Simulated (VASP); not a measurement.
# Se (R-3m) in VASP: a series of runs

The runs below take Se through single point, with PBE.

Program: VASP 6.6.1. These are calculated values, not measurements. Logs are shortened: lines on timing, memory, paths and dates and some standing lists are left out, and cuts for length are marked.

## 1. The cell of the first run

The structure is trigonal, space group R-3m (No. 166). The conventional cell has a = 3.818 Å, b = 3.818 Å, c = 2.623 Å, α = 90.00°, β = 90.00°, γ = 120.00°. Within 3.1 Å of Se (site symmetry -3m) lie 14 Se at 2.37 to 2.81 Å.

## 2. Single point, PBE

File INCAR:

```
PREC = Accurate
ENCUT = 500
EDIFF = 1E-6
ISMEAR = 1
SIGMA = 0.1
LREAL = False
LASPH = True
NELM = 120
ALGO = Normal
ISIF = 2
LWAVE = False
LCHARG = True
GGA = PE
LELF = True
LVHAR = True
NBANDS = 9
GGA_COMPAT = False
```

File KPOINTS:

```
regular mesh
0
Gamma
  11 11 11
```

File POSCAR:

```
Se
1.0
    1.9088227646      1.1020590710      0.8742576833
   -1.9088227646      1.1020590710      0.8742576833
    0.0000000000     -2.2041191337      0.8742576833
Se
1
Direct
    0.0000000000      0.0000000000      0.0000000000
```

Potentials or basis: VASP PAW PBE potentials, release 64 (Se).

Started as:

```bash
$ cat potpaw_PBE.64/Se/POTCAR > POTCAR
$ mpirun -np 1 vasp_std > vasp.out
```

OUTCAR:

```text
PREC = Accurate
   ENCUT = 500
   EDIFF = 1E-6
   ISMEAR = 1
   LREAL = False
   LASPH = True
   NELM = 120
   ISIF = 2
   GGA = PE

 ion  position               nearest neighbor table
   1  0.000  0.000  0.000-

  LATTYP: Found a trigonal (rhomboedric) cell.
 ALAT       =     2.3711743193
 COS(alpha) =    -0.2960876750

  Lattice vectors:

 A1 = (   1.9088227646,   1.1020590710,   0.8742576833)
 A2 = (  -1.9088227646,   1.1020590710,   0.8742576833)
 A3 = (   0.0000000000,  -2.2041191337,   0.8742576833)

Analysis of symmetry for initial positions (statically):
=====================================================================
 Subroutine PRICEL returns:
 Original cell was already a primitive cell.

 Routine SETGRP: Setting up the symmetry group for a
 trigonal (rhombohedral) supercell.

 Subroutine GETGRP returns: Found 12 space group operations
 (whereof 12 operations were pure point group operations)
 out of a pool of 12 trial point group operations.

The static configuration has the point symmetry D_3d.

Analysis of symmetry for dynamics (positions and initial velocities):
=====================================================================
 Subroutine PRICEL returns:
 Original cell was already a primitive cell.

 Routine SETGRP: Setting up the symmetry group for a
 trigonal (rhombohedral) supercell.

 Subroutine GETGRP returns: Found 12 space group operations
 (whereof 12 operations were pure point group operations)
 out of a pool of 12 trial point group operations.

The dynamic configuration has the point symmetry D_3d.

 Subroutine INISYM returns: Found 12 space group operations
 (whereof 12 operations are pure point group operations),
 and found     1 'primitive' translations

----------------------------------------------------------------------------------------

                                     Primitive cell

  volume of cell :      11.0347

  direct lattice vectors                    reciprocal lattice vectors
     1.908822765  1.102059071  0.874257683     0.261941553  0.151232017  0.381275898
    -1.908822765  1.102059071  0.874257683    -0.261941553  0.151232017  0.381275898
     0.000000000 -2.204119134  0.874257683     0.000000000 -0.302464035  0.381275727

  length of vectors
     2.371173768  2.371173768  2.371174319     0.486678344  0.486678344  0.486678202

  position of ions in fractional coordinates (direct lattice)
     0.000000000  0.000000000  0.000000000

  ion indices of the primitive-cell ions
   primitive index   ion index
[... 72 lines left out ...]
   NELM   =    120;   NELMIN=  2; NELMDL= -5     # of ELM steps
   EDIFF  = 0.1E-05   stopping-criterion for ELM
   LREAL  =      F    real-space projection
   EDIFFG = 0.1E-04   stopping-criterion for IOM
   NSW    =      0    number of steps for IOM
   IBRION =     -1    ionic relax: 0-MD 1-quasi-New 2-CG
   NFREE  =      0    steps in history (QN), initial steepest desc. (CG)
   ISIF   =      2    stress and relaxation
   ISYM   =      2    0-nonsym 1-usesym 2-fastsym
   POTIM  = 0.5000    time-step for ionic-motion
   TEBEG  =    0.0;   TEEND  =   0.0 temperature during run
   PSTRESS=    0.0 pullay stress
   NELECT =       6.0000    total number of electrons
   NUPDOWN=      -1.0000    fix difference up-down
   EMIN   =  10.00;   EMAX   =-10.00  energy-range for DOS
   EFERMI =   0.00;   METHOD = LEGACY
   ISMEAR =     1;   SIGMA  =   0.10  broadening in eV -4-tet -1-fermi 0-gaus
   EFERMI_NEDOS =   21; number of points for ismear=-14 and -15
   IALGO  =     38    algorithm
   IMIX   =      4    mixing-type and parameters
     AMIX     =   0.40;   BMIX     =  1.00
     AMIX_MAG =   1.60;   BMIX_MAG =  1.00
  volume/ion in A,a.u.               =      11.03        74.47
  Fermi-wavevector in a.u.,A,eV,Ry     =   1.336200  2.525052 24.292257  1.785431
  Thomas-Fermi vector in A             =   2.464845
   LORBIT       =      0    0 simple, 1 ext, 2 COOP (PROOUT), +10 PAW based schemes
   GGA     = PE    functional components
   LHFCALC =     F    Hartree Fock is set to
   AEXX    =    0.0000 exact exchange contribution
   IVDW    =     0    specifies the selected vdW correction
   LEPSILON=     F    determine dielectric tensor
   LRPA    =     F    only Hartree local field effects (RPA)
 non-spin polarized calculation
 Methfessel and Paxton  Order N= 1 SIGMA  =   0.10
  energy-cutoff  :      500.00
  volume of cell :       11.03
 maximum number of plane-waves:       287
 NGX is ok and might be reduce to    18
   NGX =  9   NGY =  9   NGZ =  9

 number of electron       6.0000000 magnetization

 Free energy of the ion-electron system (eV)
  ---------------------------------------------------
  ext. energy  EPLUGINS =         0.00000000
  ---------------------------------------------------
  free energy    TOTEN  =         0.02470773 eV

  energy without entropy =        0.02451101  energy(sigma->0) =        0.02464216

 E-fermi :  15.2990     XC(G=0): -13.5728

 val. band max:       15.2644821792   @ k =   0.2727   0.0909   0.0909
 cond. band min:      15.3352260883   @ k =  -0.3636   0.2727   0.2727
 fundamental gap:      0.0707439092
 Fermi energy:        15.2990399175

 k-point     1 :       0.0000    0.0000    0.0000
  band No.  band energies     occupation
      1      -8.7016      2.00000
      2      21.1268      0.00000
      3      23.4470      0.00000
      4      23.4470      0.00000
      5      27.8412      0.00000
      6      27.8412      0.00000
      7      30.3623      0.00000
      8      33.9738      0.00000
      9      33.9742      0.00000
[... 265 lines left out ...]
 k-point    24 :      -0.1818    0.1818    0.0000
  band No.  band energies     occupation
      1      -7.3415      2.00000
      2      17.4235      0.00000
      3      17.9980      0.00000
      4      22.2613      0.00000
      5      24.4680      0.00000
      6      28.2095      0.00000
      7      30.5776      0.00000
      8      30.8692      0.00000
      9      34.1678      0.00000

 [... further k-points ...]
[... 5 lines left out ...]
  --------------------------------------------------------------------------------------
  -------------------------------------------------------------------------------------
  Total       12.6152312     12.6152327     11.5893816      0.0000000     -0.0000044      0.0000000
  in kB     1831.6583910   1831.6586057   1682.7109712      0.0000000     -0.0006363      0.0000000
  external PRESSURE =    1782.0093226 kB  Pullay stress =       0.0000000 kB

 VOLUME and BASIS-vectors are now :
 -----------------------------------------------------------------------------
  energy-cutoff  :      500.00
  volume of cell :       11.03
      direct lattice vectors                 reciprocal lattice vectors
     1.908822765  1.102059071  0.874257683     0.261941553  0.151232017  0.381275898
    -1.908822765  1.102059071  0.874257683    -0.261941553  0.151232017  0.381275898
     0.000000000 -2.204119134  0.874257683     0.000000000 -0.302464035  0.381275727

 POSITION                                       TOTAL-FORCE (eV/Angst)
 -----------------------------------------------------------------------------------
      0.00000      0.00000      0.00000         0.000000     -0.000000      0.000000
 -----------------------------------------------------------------------------------
    total drift:                                0.000000     -0.000000     -0.000000

  FREE ENERGIE OF THE ION-ELECTRON SYSTEM (eV)
  ---------------------------------------------------
  free  energy   TOTEN  =         0.0247077336 eV

  energy  without entropy=        0.0245110110  energy(sigma->0) =        0.02464216
```

OSZICAR:

```text
N       E                     dE             d eps       ncg     rms          rms(c)
DAV:   1     0.107667486333E+02    0.10767E+02   -0.33868E+03  2732   0.597E+02
DAV:   2     0.160947550267E+00   -0.10606E+02   -0.10150E+02  3556   0.812E+01
DAV:   3    -0.324104678486E-02   -0.16419E+00   -0.16288E+00  3244   0.833E+00
DAV:   4    -0.336545180801E-02   -0.12441E-03   -0.12440E-03  3417   0.236E-01
DAV:   5    -0.336547651261E-02   -0.24705E-07   -0.24263E-07  3223   0.313E-03    0.113E+01
DAV:   6     0.152500998879E-01    0.18616E-01   -0.27291E-03  3251   0.360E-01    0.683E+00
DAV:   7     0.246500636083E-01    0.94000E-02   -0.48167E-03  3317   0.515E-01    0.855E-02
DAV:   8     0.247059874634E-01    0.55924E-04   -0.86701E-05  2950   0.590E-02    0.186E-02
DAV:   9     0.247075314190E-01    0.15440E-05   -0.57942E-06  3544   0.152E-02    0.411E-03
DAV:  10     0.247077335779E-01    0.20216E-06   -0.10527E-07  1615   0.289E-03
   1 F= 0.24707734E-01 E0= 0.24642159E-01  d E =0.196723E-03
```

Wall time 14 s (1 thread of Intel Xeon 8259CL, shared host); peak memory 0.1 GiB.

What came out:

```yaml
Free_energy: 0.0247 eV
Pressure: 178.2 GPa
Band_gap_on_the_k_mesh: zero (bands 3 and 4 overlap by 15.33 eV)
```

Stress tensor (GPa, compression positive):
```
183.17   0.00   0.00
  0.00 183.17   0.00
  0.00   0.00 168.27
```

Caveat: the stress differs along the axes, from 168 to 183 GPa.

[end of part 1 of 2]

The gap in the log of VASP goes by the Fermi energy; the results here count the filled bands.